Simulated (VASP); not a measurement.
# Ru (P2_1/m) in VASP: single point with PBEsol

Aim: the single point of Ru with PBEsol.

All numbers are computed with VASP 6.6.1; they aren't measurements. Logs are shortened: lines on timing, memory, paths and dates and some standing lists are left out, and cuts for length are marked.

## (1) The cell of the first run

The structure is monoclinic, space group P2_1/m (No. 11). Conventional cell: a = 2.574 Å, b = 4.252 Å, c = 2.693 Å, α = 90.00°, β = 115.64°, γ = 90.00°. Within 3.4 Å of Ru (site symmetry m) lie 12 Ru at 2.57 to 2.81 Å.

## (2) Single point, PBEsol (strain -0.1000 x Voigt [0, 0, 0, 0, 0, 1])

Input file INCAR:

```
SYSTEM = Ru
ALGO = Fast
EDIFF = 1E-7
ENCUT = 520
GGA = PS
ISIF = 2
ISMEAR = 0
LASPH = .True.
LCHARG = .False.
LREAL = .False.
LWAVE = .False.
NBANDS = 21
NELM = 100
PREC = Accurate
SIGMA = 0.15
```

Input file KPOINTS:

```
k-points
0
Gamma
  24 24 14
  0 0 0
```

Input file POSCAR:

```
Ru
1.0
    2.6895239993     -0.1344762000      0.0000000000
   -1.4612218050      2.3964342074      0.0000000000
    0.0000000000      0.0000000000      4.2519209527
Ru
2
Direct
    0.3333333333      0.6666666667      0.2500000000
    0.6666666667      0.3333333333      0.7500000000
```

Potentials or basis: VASP PAW PBE potentials, release 64 (Ru_pv).

Launch:

```
$ cat potpaw_PBE.64/Ru_pv/POTCAR > POTCAR
$ mpirun -np 1 vasp_std > vasp.out
```

OUTCAR:

```text
SYSTEM = Ru
   EDIFF = 1E-7
   ENCUT = 520
   GGA = PS
   ISIF = 2
   ISMEAR = 0
   LASPH = .True.
   LREAL = .False.
   NELM = 100
   PREC = Accurate

 ion  position               nearest neighbor table
   1  0.333  0.667  0.250-   2 2.59   2 2.59   2 2.63   2 2.63   2 2.67   2 2.67
   2  0.667  0.333  0.750-   1 2.59   1 2.59   1 2.63   1 2.63   1 2.67   1 2.67

  LATTYP: Found a simple monoclinic cell.
 ALAT       =     2.5739425611
 B/A-ratio  =     1.6519098044
 C/A-ratio  =     1.0462097509
 COS(beta)  =    -0.4327263995

  Lattice vectors:

 A1 = (   1.2283021943,   2.2619580074,   0.0000000000)
 A2 = (   0.0000000000,   0.0000000000,  -4.2519209527)
 A3 = (  -2.6895239993,   0.1344762000,   0.0000000000)

Analysis of symmetry for initial positions (statically):
=====================================================================
 Subroutine PRICEL returns:
 Original cell was already a primitive cell.

 Routine SETGRP: Setting up the symmetry group for a
 simple monoclinic supercell.

 Subroutine GETGRP returns: Found  4 space group operations
 (whereof  2 operations were pure point group operations)
 out of a pool of  4 trial point group operations.

The static configuration has the point symmetry S_2 .
 The point group associated with its full space group is C_2h.

Analysis of symmetry for dynamics (positions and initial velocities):
=====================================================================
 Subroutine PRICEL returns:
 Original cell was already a primitive cell.

 Routine SETGRP: Setting up the symmetry group for a
 simple monoclinic supercell.

 Subroutine GETGRP returns: Found  4 space group operations
 (whereof  2 operations were pure point group operations)
 out of a pool of  4 trial point group operations.

The dynamic configuration has the point symmetry S_2 .
 The point group associated with its full space group is C_2h.

 Subroutine INISYM returns: Found  4 space group operations
 (whereof  2 operations are pure point group operations),
 and found     1 'primitive' translations

----------------------------------------------------------------------------------------

                                     Primitive cell

  volume of cell :      26.5693

  direct lattice vectors                    reciprocal lattice vectors
     2.689523999 -0.134476200  0.000000000     0.383505085  0.233841593  0.000000000
    -1.461221805  2.396434207  0.000000000     0.021520435  0.430408699  0.000000000
     0.000000000  0.000000000  4.251920953     0.000000000  0.000000000  0.235187815

  length of vectors
     2.692883806  2.806789282  4.251920953     0.449174844  0.430946374  0.235187815

  position of ions in fractional coordinates (direct lattice)
     0.333333333  0.666666667  0.250000000
     0.666666667  0.333333333  0.750000000

  ion indices of the primitive-cell ions
   primitive index   ion index
                 1           1
                 2           2

----------------------------------------------------------------------------------------

 KPOINTS: k-points

Automatic generation of k-mesh.
 Grid dimensions read from file:
 generate k-points for:   24   24   14

 Generating k-lattice:

  Cartesian coordinates                     Fractional coordinates (reciprocal lattice)
     0.015979379  0.009743400  0.000000000     0.041666667 -0.000000000  0.000000000
     0.000896685  0.017933696  0.000000000     0.000000000  0.041666667  0.000000000
     0.000000000  0.000000000  0.016799130     0.000000000  0.000000000  0.071428571

  Length of vectors
     0.018715618  0.017956099  0.016799130

  Shift w.r.t. Gamma in fractional coordinates (k-lattice)
     0.000000000  0.000000000  0.000000000

 Subroutine IBZKPT returns following result:
 ===========================================

 Found   2320 irreducible k-points:

 Following reciprocal coordinates:
            Coordinates               Weight
  0.000000  0.000000  0.000000      1.000000
  0.041667  0.000000  0.000000      2.000000
  0.083333 -0.000000  0.000000      2.000000
  0.125000  0.000000  0.000000      2.000000
  0.166667 -0.000000  0.000000      2.000000
  0.208333  0.000000  0.000000      2.000000
[... 16 lines left out ...]
  0.375000  0.041667  0.000000      2.000000
  0.416667  0.041667  0.000000      2.000000
 [... further k-points ...]
   k-points           NKPTS =   2320   k-points in BZ     NKDIM =   2320   number of bands    NBANDS=     21
   number of dos      NEDOS =    301   number of ions     NIONS =      2
   total plane-waves  NPLWV =  15360
   dimension x,y,z NGX =    20 NGY =   24 NGZ =   32
   dimension x,y,z NGXF=    40 NGYF=   48 NGZF=   64
   ions per type =               2
   NGX,Y,Z   is equivalent  to a cutoff of  12.35, 14.22, 12.51 a.u.
   NGXF,Y,Z  is equivalent  to a cutoff of  24.69, 28.43, 25.02 a.u.
 SYSTEM =  Ru
   PREC   = accura    normal or accurate (medium, high low for compatibility)
   ISTART =      0    job   : 0-new  1-cont  2-samecut
   ICHARG =      2    charge: 1-file 2-atom 10-const
   ISPIN  =      1    spin polarized calculation?
   LNONCOLLINEAR =      F non collinear calculations
   LSORBIT =      F    spin-orbit coupling
   LASPH  =      T    aspherical Exc in radial PAW
   ENCUT  =  520.0 eV  38.22 Ry    6.18 a.u.   5.01  5.22  7.91*2*pi/ulx,y,z
   NELM   =    100;   NELMIN=  2; NELMDL= -5     # of ELM steps
   EDIFF  = 0.1E-06   stopping-criterion for ELM
   LREAL  =      F    real-space projection
   EDIFFG = 0.1E-05   stopping-criterion for IOM
   NSW    =      0    number of steps for IOM
   IBRION =     -1    ionic relax: 0-MD 1-quasi-New 2-CG
   NFREE  =      0    steps in history (QN), initial steepest desc. (CG)
   ISIF   =      2    stress and relaxation
   ISYM   =      2    0-nonsym 1-usesym 2-fastsym
   POTIM  = 0.5000    time-step for ionic-motion
   TEBEG  =    0.0;   TEEND  =   0.0 temperature during run
   PSTRESS=    0.0 pullay stress
   NELECT =      28.0000    total number of electrons
   NUPDOWN=      -1.0000    fix difference up-down
   EMIN   =  10.00;   EMAX   =-10.00  energy-range for DOS
   EFERMI =   0.00;   METHOD = LEGACY
   ISMEAR =     0;   SIGMA  =   0.15  broadening in eV -4-tet -1-fermi 0-gaus
   EFERMI_NEDOS =   21; number of points for ismear=-14 and -15
   IALGO  =     68    algorithm
   IMIX   =      4    mixing-type and parameters
     AMIX     =   0.40;   BMIX     =  1.00
     AMIX_MAG =   1.60;   BMIX_MAG =  1.00
  volume/ion in A,a.u.               =      13.28        89.65
  Fermi-wavevector in a.u.,A,eV,Ry     =   1.665972  3.148230 37.762455  2.775462
  Thomas-Fermi vector in A             =   2.752249
   LORBIT       =      0    0 simple, 1 ext, 2 COOP (PROOUT), +10 PAW based schemes
   GGA     = PS    functional components
   LHFCALC =     F    Hartree Fock is set to
   AEXX    =    0.0000 exact exchange contribution
   IVDW    =     0    specifies the selected vdW correction
   LEPSILON=     F    determine dielectric tensor
   LRPA    =     F    only Hartree local field effects (RPA)
 non-spin polarized calculation
 RMM-DIIS sequential band-by-band and
 Gauss-broadening in eV      SIGMA  =   0.15
  energy-cutoff  :      520.00
  volume of cell :       26.57
 maximum number of plane-waves:       732
   NGX = 11   NGY = 11   NGZ = 15

 number of electron      27.9999999 magnetization

 Free energy of the ion-electron system (eV)
  ---------------------------------------------------
  ext. energy  EPLUGINS =         0.00000000
  ---------------------------------------------------
  free energy    TOTEN  =       -20.16796103 eV

  energy without entropy =      -20.14898353  energy(sigma->0) =      -20.15847228

 E-fermi :  13.1241     XC(G=0): -14.4099

 val. band max:       13.1237815490   @ k =  -0.2917   0.2917   0.0714
 cond. band min:      13.1242177753   @ k =  -0.4583   0.2917   0.1429
 fundamental gap:      0.0004362263
 Fermi energy:        13.1241492362

 k-point     1 :       0.0000    0.0000    0.0000
  band No.  band energies     occupation
      1     -30.5795      2.00000
      2     -29.6205      2.00000
      3     -29.4976      2.00000
      4     -29.4412      2.00000
      5     -29.3411      2.00000
      6     -29.3132      2.00000
[... 13 lines left out ...]
     20      23.3813      0.00000
     21      23.6824      0.00000

 k-point     2 :       0.0417    0.0000    0.0000
  band No.  band energies     occupation
      1     -30.5722      2.00000
      2     -29.6266      2.00000
      3     -29.5156      2.00000
      4     -29.4431      2.00000
      5     -29.3439      2.00000
      6     -29.3303      2.00000
[... 13 lines left out ...]
     20      23.3813      0.00000
     21      23.6770      0.00000

 k-point     3 :       0.0833   -0.0000    0.0000
  band No.  band energies     occupation
      1     -30.5505      2.00000
      2     -29.6445      2.00000
      3     -29.5655      2.00000
      4     -29.4525      2.00000
      5     -29.3788      2.00000
      6     -29.3525      2.00000
[... 13 lines left out ...]
     20      23.3812      0.00000
     21      23.6585      0.00000

 k-point     4 :       0.1250    0.0000    0.0000
  band No.  band energies     occupation
      1     -30.5151      2.00000
      2     -29.6773      2.00000
      3     -29.6381      2.00000
      4     -29.4855      2.00000
      5     -29.4392      2.00000
      6     -29.3669      2.00000
[... 13 lines left out ...]
     20      23.3812      0.00000
     21      23.6227      0.00000

 k-point     5 :       0.1667   -0.0000    0.0000
  band No.  band energies     occupation
      1     -30.4672      2.00000
      2     -29.7557      2.00000
      3     -29.6958      2.00000
      4     -29.5753      2.00000
      5     -29.4704      2.00000
      6     -29.3873      2.00000
[... 13 lines left out ...]
     20      23.3811      0.00000
     21      23.5718      0.00000

 k-point     6 :       0.2083    0.0000    0.0000
  band No.  band energies     occupation
      1     -30.4085      2.00000
      2     -29.8704      2.00000
      3     -29.7415      2.00000
      4     -29.6867      2.00000
      5     -29.4950      2.00000
      6     -29.4140      2.00000
[... 13 lines left out ...]
     20      23.3810      0.00000
     21      23.5174      0.00000

 k-point     7 :       0.2500    0.0000    0.0000
  band No.  band energies     occupation
      1     -30.3408      2.00000
      2     -29.9957      2.00000
      3     -29.8246      2.00000
      4     -29.7677      2.00000
      5     -29.5204      2.00000
      6     -29.4471      2.00000
[... 13 lines left out ...]
     20      23.3809      0.00000
     21      23.4748      0.00000
[... 291 lines left out ...]
      1     -30.2966      2.00000
      2     -30.0778      2.00000
      3     -29.9372      2.00000
      4     -29.7592      2.00000
      5     -29.5323      2.00000
      6     -29.4687      2.00000
[... 13 lines left out ...]
     20      23.3808      0.00000
     21      23.4659      0.00000

 k-point    21 :       0.2917    0.0417    0.0000
  band No.  band energies     occupation
      1     -30.2203      2.00000
      2     -30.1973      2.00000
      3     -30.0423      2.00000
      4     -29.8059      2.00000
      5     -29.5574      2.00000
      6     -29.5118      2.00000
[... 13 lines left out ...]
     20      23.4341      0.00000
     21      26.6135      0.00000

 k-point    22 :       0.3333    0.0417    0.0000
  band No.  band energies     occupation
      1     -30.3031      2.00000
      2     -30.1421      2.00000
      3     -30.1338      2.00000
      4     -29.8467      2.00000
      5     -29.5806      2.00000
      6     -29.5605      2.00000
[... 13 lines left out ...]
     20      25.3077      0.00000
     21      26.6967      0.00000

 k-point    23 :       0.3750    0.0417    0.0000
  band No.  band energies     occupation
      1     -30.3876      2.00000
      2     -30.2050      2.00000
      3     -30.0658      2.00000
      4     -29.8806      2.00000
      5     -29.6128      2.00000
      6     -29.6003      2.00000
[... 13 lines left out ...]
     20      24.7164      0.00000
     21      25.7927      0.00000

 k-point    24 :       0.4167    0.0417    0.0000
  band No.  band energies     occupation
      1     -30.4454      2.00000
      2     -30.2511      2.00000
      3     -29.9984      2.00000
      4     -29.9063      2.00000
      5     -29.6637      2.00000
      6     -29.6149      2.00000
[... 13 lines left out ...]
     20      25.1546      0.00000
     21      25.3142      0.00000

 [... further k-points ...]

------------------------ aborting loop because EDIFF is reached ----------------------------------------

  FORCE on cell =-STRESS in cart. coord.  units (eV):
  Direction    XX          YY          ZZ          XY          YZ          ZX
  --------------------------------------------------------------------------------------
  -------------------------------------------------------------------------------------
  Total        0.5214706      1.1500424      0.0454246      3.5865437      0.0000000      0.0000000
  in kB       31.4456685     69.3497435      2.7391896    216.2754123      0.0000000      0.0000000
  external PRESSURE =      34.5115339 kB  Pullay stress =       0.0000000 kB

 VOLUME and BASIS-vectors are now :
 -----------------------------------------------------------------------------
  energy-cutoff  :      520.00
  volume of cell :       26.57
      direct lattice vectors                 reciprocal lattice vectors
     2.689523999 -0.134476200  0.000000000     0.383505085  0.233841593  0.000000000
    -1.461221805  2.396434207  0.000000000     0.021520435  0.430408699  0.000000000
     0.000000000  0.000000000  4.251920953     0.000000000  0.000000000  0.235187815

 POSITION                                       TOTAL-FORCE (eV/Angst)
 -----------------------------------------------------------------------------------
     -0.07764      1.55280      1.06298         0.293192      0.027485      0.000000
      1.30594      0.70916      3.18894        -0.293192     -0.027485      0.000000
 -----------------------------------------------------------------------------------
    total drift:                                0.000000     -0.000000      0.000000

  FREE ENERGIE OF THE ION-ELECTRON SYSTEM (eV)
  ---------------------------------------------------
  free  energy   TOTEN  =       -20.1679610319 eV

  energy  without entropy=      -20.1489835297  energy(sigma->0) =      -20.15847228
```

Wall time 10 min (1 thread of Intel Xeon 6975P-C (Granite Rapids), shared host); peak memory 1 GiB.

What came out:

- Free energy: -20.1680 eV
- Pressure: 3.5 GPa
- Largest force: 0.294 eV/Å
- Band gap on the k mesh: zero (bands 14 and 15 overlap by 3.20 eV)

Forces in eV/Å, atoms in the order of the input:
```
Ru   0.293  0.027  0.000
Ru  -0.293 -0.027  0.000
```

Stress tensor (GPa, compression positive):
```
 3.14 21.63  0.00
21.63  6.93  0.00
 0.00  0.00  0.27
```

Levels at points of the mesh, in eV from the Fermi level:
| k point | band 10 | band 11 | band 12 | band 13 | band 14 | band 15 | band 16 | band 17 | band 18 | band 19 |
| --- | --- | --- | --- | --- | --- | --- | --- | --- | --- | --- |
| (0.00, 0.00, 0.00) | -2.89 | -2.50 | -1.73 | -1.67 | -1.21 | -1.13 | 0.98 | 1.24 | 1.46 | 10.22 |
| (0.50, 0.00, 0.00) | -3.75 | -2.05 | -1.55 | -1.05 | 1.69 | 1.83 | 2.10 | 4.64 | 6.95 | 11.54 |
| (0.00, 0.50, 0.00) | -3.29 | -2.01 | -1.84 | -1.59 | 1.23 | 1.65 | 1.95 | 4.34 | 6.41 | 11.23 |
| (0.50, 0.50, 0.00) | -2.62 | -2.22 | -2.16 | -2.15 | 1.27 | 1.70 | 2.15 | 3.75 | 5.66 | 10.23 |
| (0.00, 0.00, 0.50) | -3.69 | -2.87 | -2.87 | -2.04 | -2.04 | 0.32 | 0.32 | 0.87 | 0.87 | 10.26 |
| (0.50, 0.00, 0.50) | -4.65 | -1.55 | -1.55 | 0.58 | 0.58 | 1.95 | 1.95 | 3.97 | 3.97 | 10.25 |
| (0.00, 0.50, 0.50) | -4.70 | -1.08 | -1.08 | 0.36 | 0.36 | 1.58 | 1.58 | 3.55 | 3.55 | 10.24 |
| (0.50, 0.50, 0.50) | -4.84 | -0.65 | -0.65 | 0.21 | 0.21 | 1.57 | 1.57 | 3.05 | 3.05 | 9.94 |

Caveat: the cell differs from its parent crystal (strain -0.1000 x Voigt [0, 0, 0, 0, 0, 1]); the cell stands under pressure; the PAW data sets were made with another functional, which shifts forces and pressure a little.
